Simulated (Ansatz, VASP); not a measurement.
## HgH4C4N2Cl2: VASP beside Ansatz

```xyz
13
Lattice="5.8383 -3.8411 0.2606 5.8479 3.8560 0.2521 0.1078 -0.0045 3.8546" Properties=species:S:1:pos:R:3 pbc="T T T"
Hg    5.8971    0.0052    2.1837
H    -1.8411    1.2651    1.0711
H     1.9528    1.2637    2.7807
H     1.9490   -1.2696    2.7836
H    -1.8450   -1.2682    1.0739
C    -0.9979    0.6955    1.4603
C     1.1083    0.6943    2.3920
C     1.1057   -0.7000    2.3943
C    -1.0005   -0.6989    1.4626
N     0.0566    1.3786    1.9245
N     0.0512   -1.3831    1.9301
Cl    7.7204    0.0102    0.1118
Cl    4.0737    0.0002    4.2555
```

Alike in both runs: functional PBE; dispersion D3(BJ); k mesh 4 × 4 × 6; occupations gaussian, width 0.02 eV; no spin polarisation.

Ansatz relaxed the structure, and its values are those at the end. VASP's run is a single point on that final structure, the one shown.

```csv
,VASP,Ansatz
version,VASP 6.6.1,Ansatz 0.2.0
potentials or method,"VASP PAW PBE potentials, release 64 (Hg, H, C, N, Cl), cutoff 520 eV","scalar-relativistic, plane waves, PAW"
valence electrons in the cell,56,64
```

|  | VASP | Ansatz | Ansatz less VASP |
| --- | --- | --- | --- |
| gap on the k mesh at the Fermi level (eV) | 2.28 | 2.29 | +0.013 |
| least direct gap on the mesh (eV) | 2.37 | 2.39 | +0.012 |
| pressure (GPa) | 0.1 | 0.0 | -0.16 |
| rms of the force components (eV/Å) | 0.019 | 0.013 | -0.0057 |

VASP's potentials hold 56 valence electrons a cell and Ansatz's 64, so a difference there can come from the potentials and not from the codes.

Neither program's run includes spin-orbit coupling.
